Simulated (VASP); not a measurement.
# PtS2 (P-3m1) in VASP: notebook, part 2 of 2

VASP 6.6.1. Earlier steps stand in the parts before.

### 4 Relaxation of cell and atoms, PBE+D3(BJ)

This run uses another cell than the first one, of 20.35 Å³/atom.

INCAR

```
PREC = Accurate
ENCUT = 600
EDIFF = 1E-7
ISMEAR = 0
SIGMA = 0.02
LREAL = F
LASPH = T
NELM = 80
ALGO = Normal
ISIF = 3
LWAVE = F
LCHARG = F
GGA = PE
IVDW = 12
IBRION = 2
NSW = 100
EDIFFG = -0.01
```

KPOINTS

```
Automatic mesh
0
Gamma
  9 9 6
```

POSCAR

```
PtS2
1.0
    3.5487422900      0.0000000000      0.0000000000
   -1.7743711500      3.0733008400      0.0000000000
    0.0000000000      0.0000000000      5.5970664000
Pt S
1 2
Direct
    0.0000000000      0.0000000000      0.0000000000
    0.6666666900      0.3333333400      0.7796640400
    0.3333333400      0.6666666900      0.2203359500
```

Command:

```
> cat potpaw_PBE.64/Pt/POTCAR potpaw_PBE.64/S/POTCAR > POTCAR
> mpirun -np 1 vasp_std > vasp.out
```

Run time: 4.4 min. Hardware: 1 thread of Intel Xeon 6975P-C (Granite Rapids), shared host; peak memory 0.26 GiB.

The run converged. Its results:

| Item | Value |
| --- | --- |
| Free energy | -16.6716 eV |
| Relaxed volume | 17.28 Å³/atom |
| Relaxed cell | a = 3.580 Å, b = 3.580 Å, c = 4.669 Å, α = 90.00°, β = 90.00°, γ = 120.00° |
| Space group after relaxing (to 0.1 Å) | P-3m1 (No. 164) |
| Energy gained by relaxing | 32.7 meV/atom |
| Ionic steps | 15 |
| Pressure after relaxing | 0.0 GPa |
| Band gap on the k mesh | 0.15 eV (least direct gap 0.99 eV) |
| Dispersion energy per atom | -0.451 eV |

Stress tensor (GPa, compression positive):
```
-0.02  0.00  0.00
 0.00 -0.02  0.00
 0.00  0.00  0.09
```

Step by step:
| step | energy change (eV) | largest force (eV/Å) | pressure (GPa) | volume (Å³) |
| --- | --- | --- | --- | --- |
| 1 | 0.0000 | 0.0577 | -1.14 | 61.04 |
| 2 | -0.0042 | 0.3229 | 1.08 | 59.78 |
| 3 | -0.0046 | 0.2653 | 0.59 | 60.04 |
| 4 | -0.0096 | 0.2710 | 0.58 | 59.73 |
| 5 | -0.0240 | 0.2907 | 0.59 | 58.79 |
| 6 | -0.0494 | 0.3427 | 0.76 | 56.87 |
| 7 | -0.0776 | 0.4927 | 1.96 | 52.94 |
| 8 | -0.0889 | 0.2422 | -0.15 | 53.01 |
| 9 | -0.0901 | 0.1284 | -1.10 | 53.05 |
| 10 | -0.0938 | 0.0764 | -0.95 | 52.73 |
| 11 | -0.0977 | 0.0605 | -0.53 | 51.92 |
| 12 | -0.0977 | 0.0534 | -0.56 | 51.97 |
| 13 | -0.0980 | 0.0287 | 0.28 | 51.76 |
| 14 | -0.0981 | 0.0029 | 0.02 | 51.82 |
| 15 | -0.0981 | 0.0018 | 0.01 | 51.83 |

Final structure:
```xyz
3
Lattice="3.5801 0.0000 0.0000 -1.7900 3.1004 0.0000 0.0000 0.0000 4.6691" Properties=species:S:1:pos:R:3 pbc="T T T"
Pt    0.0000    0.0000    0.0000
S     1.7900    1.0335    3.4647
S     0.0000    2.0670    1.2044
```

Levels at points of the mesh, in eV from the valence-band top:
```csv
k point,band 9,band 10,band 11,band 12,band 13,band 14
"(0.00, 0.00, 0.00)",-1.63,-1.63,0.00,1.15,1.15,3.60
"(0.00, 0.00, 0.50)",-2.15,-2.15,-1.57,2.23,2.23,5.26
```

Caveat: the volume moved by over 15 % at a fixed basis, so the end points are rough; spin-orbit coupling is left out, which moves the levels of the heavy elements; an odd mesh through Γ misses points on the zone boundary, where band edges can lie.

### 5 Relaxation of cell and atoms, PBE+D3(BJ)

INCAR

```
ALGO     = Normal         # electronic algorithm
EDIFF    = 1E-6           # SCF threshold, eV
EDIFFG   = -0.01          # ionic threshold
ENCUT    = 600            # plane-wave cutoff, eV
GGA      = PE             # functional
IBRION   = 2              # ionic algorithm
ISIF     = 3              # what is computed and relaxed
ISMEAR   = 0              # smearing method
IVDW     = 12             # dispersion correction
LASPH    = T              # aspherical terms in the spheres
LCHARG   = F              # write CHGCAR
LREAL    = F              # projectors in reciprocal space
LWAVE    = F              # write WAVECAR
NELM     = 100            # most SCF steps
NSW      = 100            # ionic steps
PREC     = Accurate       # precision mode
SIGMA    = 0.01           # smearing width, eV
```

KPOINTS

```
k-points
0
Gamma
  12 12 8
```

POSCAR

```
PtS2
1.0
    3.5825376487      0.0000000029      0.0000000000
   -1.7912688269      3.1025686124      0.0000000000
    0.0000000000      0.0000000000      4.6713067573
Pt S
1 2
Direct
    0.0000000000      0.0000000000      0.0000000000
    0.6666666667      0.3333333333      0.7416974009
    0.3333333333      0.6666666667      0.2583025991
```

Command:

```
> cat potpaw_PBE.64/Pt/POTCAR potpaw_PBE.64/S/POTCAR > POTCAR
> mpirun -np 1 vasp_std > vasp.out
```

Run time: 1.7 min. Hardware: 1 thread of Intel Xeon 6975P-C (Granite Rapids), shared host; peak memory 0.28 GiB.

It converged, with:

* Free energy: -16.6711 eV
* Relaxed volume: 17.27 Å³/atom
* Relaxed cell: a = 3.579 Å, b = 3.579 Å, c = 4.669 Å, α = 90.00°, β = 90.00°, γ = 120.00°
* Space group after relaxing (to 0.1 Å): P-3m1 (No. 164)
* Energy gained by relaxing: 0.1 meV/atom
* Ionic steps: 3
* Pressure after relaxing: 0.0 GPa
* Band gap on the k mesh: 0.09 eV (least direct gap 0.70 eV)
* Dispersion energy per atom: -0.452 eV

The path:
```
step  energy change (eV)  largest force (eV/Å)  pressure (GPa)  volume (Å³)
   1              0.0000                0.0379           -0.41        51.92
   2              0.0004                0.0595            0.73        51.59
   3             -0.0002                0.0020            0.02        51.80
```

Final structure:
```xyz
3
Lattice="3.5792 0.0000 0.0000 -1.7896 3.0997 0.0000 0.0000 0.0000 4.6687" Properties=species:S:1:pos:R:3 pbc="T T T"
Pt    0.0000    0.0000    0.0000
S     1.7896    1.0332    3.4635
S     0.0000    2.0665    1.2053
```

Levels at points of the mesh, in eV from the valence-band top:
```csv
k point,band 8,band 9,band 10,band 11,band 12,band 13,band 14,band 15
"(0.00, 0.00, 0.00)",-2.52,-1.63,-1.63,0.00,1.15,1.15,3.60,5.00
"(0.50, 0.00, 0.00)",-4.08,-3.63,-3.54,-3.00,0.74,2.27,5.22,6.26
"(0.00, 0.00, 0.50)",-3.31,-2.16,-2.16,-1.57,2.22,2.22,5.26,6.81
"(0.50, 0.00, 0.50)",-3.66,-3.28,-3.22,-1.59,0.75,1.61,4.84,5.05
```

Caveat: spin-orbit coupling is left out, which moves the levels of the heavy elements.

### 6 The runs side by side

| task | cell | k mesh | cutoff (eV) | smearing | gap on the mesh (eV) | pressure (GPa) | relaxed volume (Å³/atom) | largest force (eV/Å) |
| --- | --- | --- | --- | --- | --- | --- | --- | --- |
| single point | a = 3.583, b = 3.583, c = 4.671 Å, angles 90.0, 90.0, 120.0°, 3 atoms, atomic positions A | 9 × 9 × 6 | 520 | gaussian 0.02 eV | 0.14 | -0.5 | - | 0.04 |
| single point | a = 3.583, b = 3.583, c = 4.671 Å, angles 90.0, 90.0, 120.0°, 3 atoms, atomic positions A | 12 × 12 × 8 | 520 | gaussian 0.01 eV | 0.08 | -0.5 | - | 0.04 |
| relaxation of cell and atoms | relaxed from a = 3.549, b = 3.549, c = 5.597 Å, angles 90.0, 90.0, 120.0°, 3 atoms, atomic positions B | 9 × 9 × 6 | 600 | gaussian 0.02 eV | 0.15 | 0.0 | 17.28 | - |
| relaxation of cell and atoms | relaxed from a = 3.583, b = 3.583, c = 4.671 Å, angles 90.0, 90.0, 120.0°, 3 atoms, atomic positions A | 12 × 12 × 8 | 600 | gaussian 0.01 eV | 0.09 | 0.0 | 17.27 | - |

Alike in all rows: level PBE+D3(BJ); potentials or basis VASP PAW PBE potentials, release 64 (Pt, S); no spin polarisation.

Caveats: spin-orbit coupling is left out, which moves the levels of the heavy elements; an odd mesh through Γ misses points on the zone boundary, where band edges can lie (at least some runs); the volume moved by over 15 % at a fixed basis, so the end points are rough (at least some runs).

Total energies depend on the potentials used, so only differences within one code and one set of settings carry meaning.
